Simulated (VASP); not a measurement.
Here is a VASP 6.6.1 calculation.

The input INCAR:

```
SYSTEM = Al6H
  PREC = Accurate
  ENCUT = 520
  EDIFF = 1E-6
  ISMEAR = 0
  SIGMA = 0.1
  LREAL = .False.
  LASPH = .True.
  NELM = 80
  ALGO = Normal
  ISIF = 2
  LWAVE = .False.
  LCHARG = .False.
  LDIPOL = .True.
  IDIPOL = 3
  DIPOL = 0.5 0.5 0.297
  GGA = PE
  NBANDS = 32
```

KPOINTS

```
Automatic mesh
0
Gamma
  5 5 1
  0 0 0
```

File POSCAR:

```
Al6H
1.0
    5.7135165837      0.0000000000      0.0000000000
    0.0000000000      5.7135165837      0.0000000000
    0.0000000000      0.0000000000     22.1746954317
Al H
12 2
Direct
    0.2500000000      0.2500000000      0.1803857921
    0.2500000000      0.7500000000      0.1803857921
    0.7500000000      0.2500000000      0.1803857921
    0.7500000000      0.7500000000      0.1803857921
    0.0000000000      0.0000000000      0.2744050922
    0.0000000000      0.5000000000      0.2744050922
    0.5000000000      0.0000000000      0.2744050922
    0.5000000000      0.5000000000      0.2744050922
    0.2500000000      0.2500000000      0.3686497277
    0.2500000000      0.7500000000      0.3686497277
    0.7500000000      0.2500000000      0.3686497277
    0.7500000000      0.7500000000      0.3686497277
    0.2500000000      0.9343661658      0.4322357194
    0.2500000000      1.0656338342      0.4322357194
```

Potentials or basis: VASP PAW PBE potentials, release 64 (Al, H).

Run with:

```sh
$ cat potpaw_PBE.64/Al/POTCAR potpaw_PBE.64/H/POTCAR > POTCAR
$ mpirun -np 1 vasp_std > vasp.out
```

Q: Estimate the largest force.

A: 2.469 eV/Å.

Q: Estimate the band gap on the k mesh.

A: Zero (bands 19 and 20 overlap by 0.85 eV).

Forces in eV/Å, atoms in the order of the input:
```
Al   0.000 -0.026  0.063
Al   0.000  0.026  0.063
Al   0.000  0.092 -0.075
Al   0.000 -0.092 -0.075
Al   0.006  0.000  0.177
Al   0.018  0.000 -0.018
Al  -0.006  0.000  0.177
Al  -0.018  0.000 -0.018
Al   0.000  1.414 -1.149
Al   0.000 -1.414 -1.149
Al   0.000  0.051  0.033
Al   0.000 -0.051  0.033
H    0.000 -2.271  0.968
H    0.000  2.271  0.968
```
